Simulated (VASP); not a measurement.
CuO: single point with r2SCAN

The system is CuO.

```
Cu O
1.0
     2.33660   -1.73850    0.00000
     2.33660    1.73850    0.00000
    -0.76216    0.00000    5.06194
Cu O
2 2
Direct
  0.00000 0.50000 0.00000
  0.50000 0.00000 0.50000
  0.54830 0.45170 0.25000
  0.45170 0.54830 0.75000
```

```yaml
Program: VASP 6.6.1
Task: single point
Functional: r2SCAN
Potentials_or_basis: VASP PAW PBE potentials, release 64 (Cu, O)
Cutoff: 520 eV
k_mesh: 7 × 7 × 4
Occupations: fermi-dirac, width 0.05 eV
Spin: collinear spin
Starting_moments: "[1.0, -1.0, 0.0, 0.0] μB"
```

```yaml
Pressure: 1.2 GPa
Largest_force: 0.192 eV/Å
Band_gap_on_the_k_mesh: zero (filled and empty bands overlap)
Net_moment: 0.00 μB per cell
Valence_electrons_inside_the_program's_atomic_spheres: Cu 9.95; O 5.00
```

Forces on the atoms (eV/Å):
```
Cu   0.000  0.000  0.000
Cu   0.000  0.000  0.000
O    0.000 -0.192  0.000
O    0.000  0.192  0.000
```

Stress tensor (GPa, compression positive):
```
-1.27  0.00  2.76
 0.00  2.76  0.00
 2.76  0.00  2.15
```

Levels at points of the mesh, in eV from the Fermi level:
Spin up:
| k point | band 13 | band 14 | band 15 | band 16 | band 17 | band 18 | band 19 | band 20 | band 21 | band 22 |
| --- | --- | --- | --- | --- | --- | --- | --- | --- | --- | --- |
| (0.00, 0.00, 0.00) | -2.65 | -2.54 | -2.44 | -1.96 | 0.22 | 0.98 | 2.04 | 6.63 | 8.48 | 14.43 |
| (0.00, 0.00, 0.50) | -2.46 | -2.46 | -1.77 | -1.77 | 0.21 | 0.22 | 4.22 | 4.22 | 12.52 | 12.52 |
Spin down:
```
           k point  band 15  band 16  band 17  band 18  band 19  band 20
(0.00, 0.00, 0.00)    -2.44    -1.96     0.22     0.98     2.04     6.63
(0.00, 0.00, 0.50)    -1.77    -1.77     0.21     0.22     4.22     4.22
```

It took 14 min on 1 × NVIDIA H100 80GB with 1 thread of AMD EPYC 7R13 Processor (Zen 3), with other jobs on the host, peak memory 1.3 GiB.

Caveat: the PAW data sets were made with another functional, which shifts forces and pressure a little; semilocal functionals often make such compounds metallic where correlation or magnetic order opens a gap, which also shifts bond lengths. With open d or f shells a metallic result of r2SCAN can be an artefact of self-interaction; +U or a hybrid may open a gap.
